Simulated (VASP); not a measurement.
# KI (I4/mmm) in VASP: notebook

KI is run at these levels: r2SCAN; tasks: single point.

Program: VASP 6.6.1. These are calculated values, not measurements. Logs are shortened: lines on timing, memory, paths and dates and some standing lists are left out, and cuts for length are marked.

### 1 The cell of the first run

Symmetry: I4/mmm, No. 139, tetragonal system. Conventional cell: a = 4.984 Å, b = 4.984 Å, c = 6.767 Å, α = 90.00°, β = 90.00°, γ = 90.00°. Within 4.4 Å of K (site symmetry 4/mmm) lie 6 I at 3.38 to 3.52 Å. I (site symmetry 4/mmm) has 6 K at 3.38 to 3.52 Å within 4.4 Å.

### 2 Single point, r2SCAN (strain -0.0400 x Voigt [0, 0, 1, 0, 0, 0])

The input, POSCAR:

```
KI
1.0
    0.0000000000      3.5245500000      3.3835680000
    3.5245500000      0.0000000000      3.3835680000
    3.5245500000      3.5245500000      0.0000000000
K I
1 1
Direct
    0.0000000000      0.0000000000      0.0000000000
    0.5000000000      0.5000000000      0.5000000000
```

The input, INCAR.step1:

```
SYSTEM = KI
  ALGO = Normal
  EDIFF = 1E-4
  ENCUT = 520
  GGA = PE
  ISMEAR = 0
  LASPH = .TRUE.
  LCHARG = .FALSE.
  LREAL = .FALSE.
  LWAVE = .TRUE.
  NBANDS = 15
  NELM = 60
  PREC = Accurate
  SIGMA = 0.05
```

The input, INCAR.step2:

```
SYSTEM = KI
  ALGO = Normal
  EDIFF = 1E-7
  ENCUT = 520
  ISIF = 2
  ISMEAR = 0
  ISTART = 1
  LASPH = .TRUE.
  LCHARG = .TRUE.
  LELF = .TRUE.
  LMIXTAU = .TRUE.
  LREAL = .FALSE.
  LVHAR = .TRUE.
  LWAVE = .FALSE.
  METAGGA = R2SCAN
  NBANDS = 15
  NELM = 60
  PREC = Accurate
  SIGMA = 0.05
```

The input, KPOINTS:

```
k-points
0
G
  6 6 6
  0 0 0
```

Potentials or basis: VASP PAW PBE potentials, release 64 (K_sv, I).

On the command line:

```console
$ cat potpaw_PBE.64/K_sv/POTCAR potpaw_PBE.64/I/POTCAR > POTCAR
$ cp INCAR.step1 INCAR
$ mpirun -np 1 vasp_std > vasp.out
$ cp INCAR.step2 INCAR
$ mpirun -np 1 vasp_std > vasp.out
```

OUTCAR:

```text
SYSTEM = KI
   EDIFF = 1E-7
   ENCUT = 520
   ISIF = 2
   ISMEAR = 0
   ISTART = 1
   LASPH = .TRUE.
   LREAL = .FALSE.
   METAGGA = R2SCAN
   NELM = 60
   PREC = Accurate

 ion  position               nearest neighbor table
   1  0.000  0.000  0.000-   2 3.38   2 3.38   2 3.52   2 3.52   2 3.52   2 3.52
   2  0.500  0.500  0.500-   1 3.38   1 3.38   1 3.52   1 3.52   1 3.52   1 3.52

  LATTYP: Found a body centered tetragonal cell.
 ALAT       =     4.9844664113
 C/A-ratio  =     1.3576450199

  Lattice vectors:

 A1 = (   0.0000000000,  -3.5245500000,  -3.3835680000)
 A2 = (   0.0000000000,   3.5245500000,  -3.3835680000)
 A3 = (   3.5245500000,   0.0000000000,   3.3835680000)

Analysis of symmetry for initial positions (statically):
=====================================================================
 Subroutine PRICEL returns:
 Original cell was already a primitive cell.

 Routine SETGRP: Setting up the symmetry group for a
 body centered tetragonal supercell.

 Subroutine GETGRP returns: Found 16 space group operations
 (whereof 16 operations were pure point group operations)
 out of a pool of 16 trial point group operations.

The static configuration has the point symmetry D_4h.

Analysis of symmetry for dynamics (positions and initial velocities):
=====================================================================
 Subroutine PRICEL returns:
 Original cell was already a primitive cell.

 Routine SETGRP: Setting up the symmetry group for a
 body centered tetragonal supercell.

 Subroutine GETGRP returns: Found 16 space group operations
 (whereof 16 operations were pure point group operations)
 out of a pool of 16 trial point group operations.

The dynamic configuration has the point symmetry D_4h.

 Subroutine INISYM returns: Found 16 space group operations
 (whereof 16 operations are pure point group operations),
 and found     1 'primitive' translations

----------------------------------------------------------------------------------------

                                     Primitive cell

  volume of cell :      84.0644

  direct lattice vectors                    reciprocal lattice vectors
     0.000000000  3.524550000  3.383568000    -0.141862082  0.141862082  0.147773002
     3.524550000  0.000000000  3.383568000     0.141862082 -0.141862082  0.147773002
     3.524550000  3.524550000  0.000000000     0.141862082  0.141862082 -0.147773002

  length of vectors
     4.885794215  4.885794215  4.984466411     0.249171749  0.249171749  0.249171749

  position of ions in fractional coordinates (direct lattice)
[... 85 lines left out ...]
   ISIF   =      2    stress and relaxation
   ISYM   =      2    0-nonsym 1-usesym 2-fastsym
   POTIM  = 0.5000    time-step for ionic-motion
   TEBEG  =    0.0;   TEEND  =   0.0 temperature during run
   PSTRESS=    0.0 pullay stress
   NELECT =      16.0000    total number of electrons
   NUPDOWN=      -1.0000    fix difference up-down
   EMIN   =  10.00;   EMAX   =-10.00  energy-range for DOS
   EFERMI =   0.00;   METHOD = LEGACY
   ISMEAR =     0;   SIGMA  =   0.05  broadening in eV -4-tet -1-fermi 0-gaus
   EFERMI_NEDOS =   21; number of points for ismear=-14 and -15
   IALGO  =     38    algorithm
   IMIX   =      4    mixing-type and parameters
     AMIX     =   0.40;   BMIX     =  1.00
     AMIX_MAG =   1.60;   BMIX_MAG =  1.00
  volume/ion in A,a.u.               =      42.03       283.65
  Fermi-wavevector in a.u.,A,eV,Ry     =   0.941696  1.779547 12.065530  0.886791
  Thomas-Fermi vector in A             =   2.069232
   LORBIT       =      0    0 simple, 1 ext, 2 COOP (PROOUT), +10 PAW based schemes
   METAGGA = R2SCAN    functional components
   LHFCALC =     F    Hartree Fock is set to
   AEXX    =    0.0000 exact exchange contribution
   IVDW    =     0    specifies the selected vdW correction
   LEPSILON=     F    determine dielectric tensor
   LRPA    =     F    only Hartree local field effects (RPA)
 non-spin polarized calculation
 Gauss-broadening in eV      SIGMA  =   0.05
  energy-cutoff  :      520.00
  volume of cell :       84.06
 maximum number of plane-waves:      2304
   NGX = 19   NGY = 19   NGZ = 19

 number of electron      15.9999998 magnetization

 Free energy of the ion-electron system (eV)
  ---------------------------------------------------
  ext. energy  EPLUGINS =         0.00000000
  ---------------------------------------------------
  free energy    TOTEN  =       -33.95939815 eV

  energy without entropy =      -33.95939815  energy(sigma->0) =      -33.95939815

 E-fermi :  -0.2059     XC(G=0):  -7.7169

 val. band max:       -0.4817130567   @ k =   0.0000   0.0000   0.0000
 cond. band min:       4.2311036739   @ k =   0.0000   0.0000   0.0000
 fundamental gap:      4.7128167306
 Fermi energy:        -0.2058974522

 k-point     1 :       0.0000    0.0000    0.0000
  band No.  band energies     occupation
      1     -30.0747      2.00000
      2     -12.8000      2.00000
      3     -12.7968      2.00000
      4     -12.7968      2.00000
      5     -11.3901      2.00000
      6      -0.5042      2.00000
      7      -0.5042      2.00000
      8      -0.4817      2.00000
      9       4.2311      0.00000
     10       6.4416      0.00000
     11       6.4416      0.00000
     12       6.6970      0.00000
     13       7.3119      0.00000
     14       7.5131      0.00000
[... 401 lines left out ...]
      2     -12.8774      2.00000
      3     -12.8301      2.00000
      4     -12.8129      2.00000
      5     -11.1649      2.00000
      6      -1.5646      2.00000
      7      -1.0599      2.00000
      8      -0.8718      2.00000
      9       5.2636      0.00000
     10       6.6125      0.00000
     11       7.9937      0.00000
     12       8.4914      0.00000
     13       9.2780      0.00000
     14       9.6711      0.00000
     15      10.1606      0.00000

 [... further k-points ...]
[... 5 lines left out ...]
  --------------------------------------------------------------------------------------
  -------------------------------------------------------------------------------------
  Total        0.2073323      0.2073323      1.0594182      0.0000000      0.0000000      0.0000000
  in kB        3.9515292      3.9515292     20.1913680      0.0000000      0.0000000      0.0000000
  external PRESSURE =       9.3648088 kB  Pullay stress =       0.0000000 kB

 VOLUME and BASIS-vectors are now :
 -----------------------------------------------------------------------------
  energy-cutoff  :      520.00
  volume of cell :       84.06
      direct lattice vectors                 reciprocal lattice vectors
     0.000000000  3.524550000  3.383568000    -0.141862082  0.141862082  0.147773002
     3.524550000  0.000000000  3.383568000     0.141862082 -0.141862082  0.147773002
     3.524550000  3.524550000  0.000000000     0.141862082  0.141862082 -0.147773002

 POSITION                                       TOTAL-FORCE (eV/Angst)
 -----------------------------------------------------------------------------------
      0.00000      0.00000      0.00000        -0.000000     -0.000000      0.000000
      3.52455      3.52455      3.38357         0.000000      0.000000     -0.000000
 -----------------------------------------------------------------------------------
    total drift:                                0.000000      0.000000      0.000000

  FREE ENERGIE OF THE ION-ELECTRON SYSTEM (eV)
  ---------------------------------------------------
  free  energy   TOTEN  =       -33.9593981452 eV

  energy  without entropy=      -33.9593981452  energy(sigma->0) =      -33.95939815
```

It took 2 min on 1 thread of AMD EPYC 9R45 (Zen 5), shared host; peak memory 0.21 GiB.

What came out:

* Free energy: -33.9594 eV
* Pressure: 0.9 GPa
* Band gap on the k mesh: 4.71 eV

Stress tensor (GPa, compression positive):
```
0.40 0.00 0.00
0.00 0.40 0.00
0.00 0.00 2.02
```

Levels at points of the mesh, in eV from the valence-band top:
| k point | band 5 | band 6 | band 7 | band 8 | band 9 | band 10 | band 11 | band 12 |
| --- | --- | --- | --- | --- | --- | --- | --- | --- |
| (0.00, 0.00, 0.00) | -10.91 | -0.02 | -0.02 | 0.00 | 4.71 | 6.92 | 6.92 | 7.18 |
| (0.50, 0.00, 0.00) | -10.54 | -1.45 | -0.41 | -0.39 | 6.05 | 8.45 | 8.69 | 9.03 |
| (0.50, 0.50, 0.00) | -10.72 | -1.07 | -0.47 | -0.47 | 5.24 | 6.60 | 8.93 | 9.72 |
| (0.50, 0.00, 0.50) | -10.74 | -1.13 | -0.41 | -0.37 | 5.29 | 6.60 | 8.82 | 9.63 |

Caveat: the cell differs from its parent crystal (strain -0.0400 x Voigt [0, 0, 1, 0, 0, 0]); the PAW data sets were made with another functional, which shifts forces and pressure a little; spin-orbit coupling is left out, which moves the levels of the heavy elements.

### 3 Single point, r2SCAN (strain -0.0300 x Voigt [0, 0, 1, 0, 0, 0])

The input, POSCAR:

```
KI
1.0
    0.0000000000      3.5245500000      3.4188135000
    3.5245500000      0.0000000000      3.4188135000
    3.5245500000      3.5245500000      0.0000000000
K I
1 1
Direct
    0.0000000000      0.0000000000      0.0000000000
    0.5000000000      0.5000000000      0.5000000000
```

The input, INCAR.step1:

```
  PREC = Accurate
  ENCUT = 520
  ISMEAR = 0
  SIGMA = 0.05
  LREAL = F
  LASPH = T
  NELM = 60
  NBANDS = 15
  GGA = PE
  ALGO = Normal
  EDIFF = 1E-4
  LWAVE = T
  LCHARG = F
```

The input, INCAR.step2:

```
  PREC = Accurate
  ENCUT = 520
  EDIFF = 1E-6
  ISMEAR = 0
  SIGMA = 0.05
  LREAL = F
  LASPH = T
  NELM = 60
  ALGO = Normal
  ISIF = 2
  LWAVE = F
  LCHARG = F
  METAGGA = R2SCAN
  LMIXTAU = T
  NBANDS = 15
  ISTART = 1
```

The input, KPOINTS:

```
regular mesh
0
Gamma
  6 6 6
```

Potentials or basis: VASP PAW PBE potentials, release 64 (K_sv, I).

On the command line:

```console
$ cat potpaw_PBE.64/K_sv/POTCAR potpaw_PBE.64/I/POTCAR > POTCAR
$ cp INCAR.step1 INCAR
$ mpirun -np 1 vasp_std > vasp.out
$ cp INCAR.step2 INCAR
$ mpirun -np 1 vasp_std > vasp.out
```

It took 2.1 min on 1 thread of AMD EPYC 9R45 (Zen 5), shared host; peak memory 0.23 GiB.

Results (log left out):

```yaml
Free_energy: -33.9691 eV
Pressure: 0.7 GPa
Band_gap_on_the_k_mesh: 4.69 eV
```

Stress tensor (GPa, compression positive):
```
0.36 0.00 0.00
0.00 0.36 0.00
0.00 0.00 1.48
```

Levels at points of the mesh, in eV from the valence-band top:
| k point | band 5 | band 6 | band 7 | band 8 | band 9 | band 10 | band 11 | band 12 |
| --- | --- | --- | --- | --- | --- | --- | --- | --- |
| (0.00, 0.00, 0.00) | -10.88 | -0.02 | -0.02 | 0.00 | 4.69 | 6.96 | 6.96 | 7.14 |
| (0.50, 0.00, 0.00) | -10.53 | -1.42 | -0.39 | -0.37 | 6.05 | 8.43 | 8.71 | 8.96 |
| (0.50, 0.50, 0.00) | -10.70 | -1.06 | -0.44 | -0.44 | 5.27 | 6.58 | 8.91 | 9.68 |
| (0.50, 0.00, 0.50) | -10.72 | -1.10 | -0.40 | -0.37 | 5.31 | 6.58 | 8.83 | 9.60 |

Caveat: the cell differs from its parent crystal (strain -0.0300 x Voigt [0, 0, 1, 0, 0, 0]); the PAW data sets were made with another functional, which shifts forces and pressure a little; spin-orbit coupling is left out, which moves the levels of the heavy elements.
